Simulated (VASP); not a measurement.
# SnO2 (C2/m) in VASP: notebook, part 4 of 4

VASP 6.6.1. Earlier steps stand in the parts before.

## 6. Single point, PBE+D3(BJ)

This run uses another cell than the first one, of 14.50 Å³/atom, 1.117 times its volume.

The input, INCAR:

```
  PREC = Accurate
  ENCUT = 520
  EDIFF = 1E-6
  ISMEAR = 0
  SIGMA = 0.05
  LREAL = False
  LASPH = True
  NELM = 100
  ALGO = Normal
  ISIF = 2
  LWAVE = False
  LCHARG = True
  GGA = PE
  IVDW = 12
  LELF = True
  LVHAR = True
  NBANDS = 49
```

The input, KPOINTS:

```
regular mesh
0
Gamma
  9 9 2
```

The input, POSCAR:

```
SnO2
1.0
   -3.2372529198      0.0000000000      0.0000000000
   -1.6186264599     -2.8035432670      0.0000000000
   -0.9711758759     -0.5607086535     14.3754773976
Sn O
3 6
Direct
    0.5771040883      0.5771040883      0.4478128920
    0.9701477975     -0.0298522025      0.1492610123
    0.1840603790      0.1840603790      0.7463647718
    0.6230333061      0.6230333061      0.2181668027
    0.8369458876     -0.1630541124      0.8152705622
    0.2299895968      0.2299895968      0.5167186824
    0.5311748704      0.5311748704      0.6774589813
    0.9242185797     -0.0757814203      0.3789071016
    0.3172622890      0.3172622890      0.0803552219
```

Potentials or basis: VASP PAW PBE potentials, release 64 (Sn_d, O).

Launch:

```bash
$ cat potpaw_PBE.64/Sn_d/POTCAR potpaw_PBE.64/O/POTCAR > POTCAR
$ mpirun -np 1 vasp_std > vasp.out
```

OUTCAR:

```text
PREC = Accurate
   ENCUT = 520
   EDIFF = 1E-6
   ISMEAR = 0
   LREAL = False
   LASPH = True
   NELM = 100
   ISIF = 2
   GGA = PE
   IVDW = 12
 IVDW          = 12

 ion  position               nearest neighbor table
   1  0.577  0.577  0.448-   6 2.12   6 2.12   8 2.12   8 2.12   8 2.12   6 2.12
   2  0.970  0.970  0.149-   9 2.12   9 2.12   4 2.12   4 2.12   4 2.12   9 2.12
   3  0.184  0.184  0.746-   5 2.12   5 2.12   5 2.12   7 2.12   7 2.12   7 2.12
   4  0.623  0.623  0.218-   2 2.12   2 2.12   2 2.12
   5  0.837  0.837  0.815-   3 2.12   3 2.12   3 2.12
   6  0.230  0.230  0.517-   1 2.12   1 2.12   1 2.12
   7  0.531  0.531  0.677-   3 2.12   3 2.12   3 2.12
   8  0.924  0.924  0.379-   1 2.12   1 2.12   1 2.12
   9  0.317  0.317  0.080-   2 2.12   2 2.12   2 2.12

  LATTYP: Found a base centered monoclinic cell.
 ALAT       =     5.6070865340
 B/A-ratio  =     0.5773502692
 C/A-ratio  =     2.5715942345
 COS(beta)  =    -0.0777727673

  Lattice vectors:

 A1 = (   3.2372529198,   0.0000000000,   0.0000000000)
 A2 = (   1.6186264599,   2.8035432670,   0.0000000000)
 A3 = (  -0.9711758759,  -0.5607086535,  14.3754773976)

Analysis of symmetry for initial positions (statically):
=====================================================================
 Subroutine PRICEL returns:
 Original cell was already a primitive cell.

 Routine SETGRP: Setting up the symmetry group for a
 base centered monoclinic supercell.

 Subroutine GETGRP returns: Found  4 space group operations
 (whereof  2 operations were pure point group operations)
 out of a pool of  4 trial point group operations.

The static configuration has the point symmetry C_1h.
 The point group associated with its full space group is C_2h.

Analysis of symmetry for dynamics (positions and initial velocities):
=====================================================================
[... 149 lines left out ...]
   LORBIT       =      0    0 simple, 1 ext, 2 COOP (PROOUT), +10 PAW based schemes
   GGA     = PE    functional components
   LHFCALC =     F    Hartree Fock is set to
   AEXX    =    0.0000 exact exchange contribution
   IVDW    =    12    specifies the selected vdW correction
   LEPSILON=     F    determine dielectric tensor
   LRPA    =     F    only Hartree local field effects (RPA)
 non-spin polarized calculation
 Gauss-broadening in eV      SIGMA  =   0.05
  energy-cutoff  :      520.00
  volume of cell :      130.47
 maximum number of plane-waves:      3556
   NGX = 13   NGY = 13   NGZ = 53

 number of electron      78.0000010 magnetization

 Free energy of the ion-electron system (eV)
  ---------------------------------------------------
  ext. energy  EPLUGINS =         0.00000000
  ---------------------------------------------------
  free energy    TOTEN  =       -54.51466647 eV

  energy without entropy =      -54.51466647  energy(sigma->0) =      -54.51466647

 E-fermi :   3.6244     XC(G=0):  -9.9132

 val. band max:        3.3897816448   @ k =   0.2222   0.1111   0.0000
 cond. band min:       5.2522623737   @ k =   0.0000   0.0000   0.0000
 fundamental gap:      1.8624807288
 Fermi energy:         3.6244219893

 k-point     1 :       0.0000    0.0000    0.0000
  band No.  band energies     occupation
      1     -16.7307      2.00000
      2     -16.7209      2.00000
      3     -16.7206      2.00000
      4     -16.4839      2.00000
      5     -16.4839      2.00000
      6     -16.4727      2.00000
[... 1237 lines left out ...]
     48      14.0606      0.00000
     49      14.6005      0.00000

 [... further k-points ...]

------------------------ aborting loop because EDIFF is reached ----------------------------------------

 Edisp (eV)   -1.63420

 E8    (eV) :    -0.6482

  FORCE on cell =-STRESS in cart. coord.  units (eV):
  Direction    XX          YY          ZZ          XY          YZ          ZX
  --------------------------------------------------------------------------------------
  -------------------------------------------------------------------------------------
  Total       0.24775     0.26068     0.21991    -0.01120     0.00687     0.01190
  in kB       3.04246     3.20125     2.70059    -0.13752     0.08438     0.14615
  external pressure =        2.98 kB  Pullay stress =        0.00 kB

 VOLUME and BASIS-vectors are now :
 -----------------------------------------------------------------------------
  energy-cutoff  :      520.00
  volume of cell :      130.47
      direct lattice vectors                 reciprocal lattice vectors
    -3.237252920  0.000000000  0.000000000    -0.308903884  0.178345741 -0.013912581
    -1.618626460 -2.803543267  0.000000000     0.000000000 -0.356691481 -0.013912581
    -0.971175876 -0.560708653 14.375477398     0.000000000  0.000000000  0.069562907

 POSITION                                       TOTAL-FORCE (eV/Angst)
 -----------------------------------------------------------------------------------
     -3.23725     -1.86903      6.43752        -0.000000     -0.000000      0.000000
     -4.85588     -2.80354      2.14570         0.001322      0.000763      0.117514
     -1.61863     -0.93451     10.72935        -0.001322     -0.000763     -0.117514
     -3.23725     -1.86903      3.13625         0.000257      0.000148      0.065743
     -4.85588     -2.80354     11.71990        -0.000061     -0.000035      0.261095
     -1.61863     -0.93451      7.42808         0.000037      0.000022      0.055241
     -3.23725     -1.86903      9.73880        -0.000257     -0.000148     -0.065743
     -4.85588     -2.80354      5.44697        -0.000037     -0.000022     -0.055241
     -1.61863     -0.93451      1.15514         0.000061      0.000035     -0.261095
 -----------------------------------------------------------------------------------
    total drift:                               -0.000067     -0.000039     -0.000034

  FREE ENERGIE OF THE ION-ELECTRON SYSTEM (eV)
  ---------------------------------------------------
  free  energy   TOTEN  =       -56.1488619459 eV

  energy  without entropy=      -56.1488619459  energy(sigma->0) =      -56.14886195
```

OSZICAR:

```text
N       E                     dE             d eps       ncg     rms          rms(c)
DAV:   1     0.109988091607E+04    0.10999E+04   -0.37681E+04  5582   0.239E+03
DAV:   2     0.144567563600E+03   -0.95531E+03   -0.90591E+03  5308   0.711E+02
DAV:   3    -0.490344622412E+02   -0.19360E+03   -0.18850E+03  5515   0.248E+02
DAV:   4    -0.630310005149E+02   -0.13997E+02   -0.13852E+02  5910   0.744E+01
DAV:   5    -0.634536067254E+02   -0.42261E+00   -0.42204E+00  5798   0.134E+01    0.185E+01
DAV:   6    -0.543725730117E+02    0.90810E+01   -0.31327E+01  7849   0.689E+01    0.706E+00
DAV:   7    -0.545727547648E+02   -0.20018E+00   -0.36254E+00  5462   0.901E+00    0.399E+00
DAV:   8    -0.545286149037E+02    0.44140E-01   -0.38807E-01  7463   0.482E+00    0.112E+00
DAV:   9    -0.545124779981E+02    0.16137E-01   -0.91339E-02  7737   0.348E+00    0.174E-01
DAV:  10    -0.545143302810E+02   -0.18523E-02   -0.11397E-02  6030   0.966E-01    0.870E-02
DAV:  11    -0.545146368076E+02   -0.30653E-03   -0.10120E-03  6791   0.281E-01    0.237E-02
DAV:  12    -0.545146674142E+02   -0.30607E-04   -0.10935E-04  6750   0.628E-02    0.198E-02
DAV:  13    -0.545146674554E+02   -0.41215E-07   -0.13263E-05  6070   0.339E-02    0.746E-03
DAV:  14    -0.545146664719E+02    0.98350E-06   -0.47953E-06  5259   0.174E-02
   1 F= -.56148862E+02 E0= -.56148862E+02  d E =-.328444E-12
```

stdout:

```text
POSCAR found type information on POSCAR SnO
 POSCAR found :  2 types and       9 ions
 scaLAPACK will be used
 LDA part: xc-table for (Slater+PW92), standard interpolation
 POSCAR, INCAR and KPOINTS ok, starting setup
 FFT: planning ... GRIDC
 FFT: planning ... GRID_SOFT
 FFT: planning ... GRID
 WAVECAR not read
 entering main loop
```

Wall time 2.2 min (1 thread of Intel Xeon Platinum 8559C (Emerald Rapids), shared host); peak memory 0.39 GiB.

Results:

| Quantity | Value |
| --- | --- |
| Free energy | -56.1489 eV |
| Pressure | 0.3 GPa |
| Largest force | 0.261 eV/Å |
| Band gap on the k mesh | 1.86 eV, indirect (least direct gap 1.99 eV) |
| Dispersion energy per atom | -0.182 eV |

Forces on the atoms (eV/Å):
```
Sn   0.000  0.000  0.000
Sn   0.001  0.001  0.118
Sn  -0.001 -0.001 -0.118
O    0.000  0.000  0.066
O    0.000  0.000  0.261
O    0.000  0.000  0.055
O    0.000  0.000 -0.066
O    0.000  0.000 -0.055
O    0.000  0.000 -0.261
```

Levels at points of the mesh, in eV from the valence-band top:
| k point | band 36 | band 37 | band 38 | band 39 | band 40 | band 41 | band 42 | band 43 |
| --- | --- | --- | --- | --- | --- | --- | --- | --- |
| (0.00, 0.00, 0.00) | -0.95 | -0.95 | -0.94 | -0.13 | 1.86 | 2.72 | 3.26 | 5.63 |
| (0.00, 0.00, 0.50) | -0.95 | -0.95 | -0.78 | -0.25 | 2.03 | 2.49 | 3.36 | 5.58 |

Caveat: spin-orbit coupling is left out, which moves the levels of the heavy elements.

## 7. The runs side by side

| cell | gap on the mesh (eV) | pressure (GPa) | largest force (eV/Å) |
| --- | --- | --- | --- |
| a = 3.237, b = 3.237, c = 13.308 Å, angles 77.4, 77.4, 60.0°, 9 atoms | 1.13 | 2.0 | 0.88 |
| a = 3.237, b = 3.237, c = 13.634 Å, angles 73.4, 73.4, 60.0°, 9 atoms | 1.27 | 1.6 | 0.64 |
| a = 3.237, b = 3.237, c = 12.924 Å, angles 85.7, 85.7, 60.0°, 9 atoms | 1.51 | 0.9 | 0.17 |
| a = 3.237, b = 3.237, c = 13.687 Å, angles 88.0, 88.0, 60.0°, 9 atoms | 1.77 | 0.2 | 0.26 |
| a = 3.237, b = 3.237, c = 14.419 Å, angles 86.1, 86.1, 60.0°, 9 atoms | 1.86 | 0.3 | 0.26 |

Alike in all rows: task single point; level PBE+D3(BJ); potentials or basis VASP PAW PBE potentials, release 64 (Sn_d, O); no spin polarisation; k mesh 9 × 9 × 2; cutoff (eV) 520; smearing gaussian 0.05 eV.

Caveats: spin-orbit coupling is left out, which moves the levels of the heavy elements.

Total energies depend on the potentials used, so only differences within one code and one set of settings carry meaning.
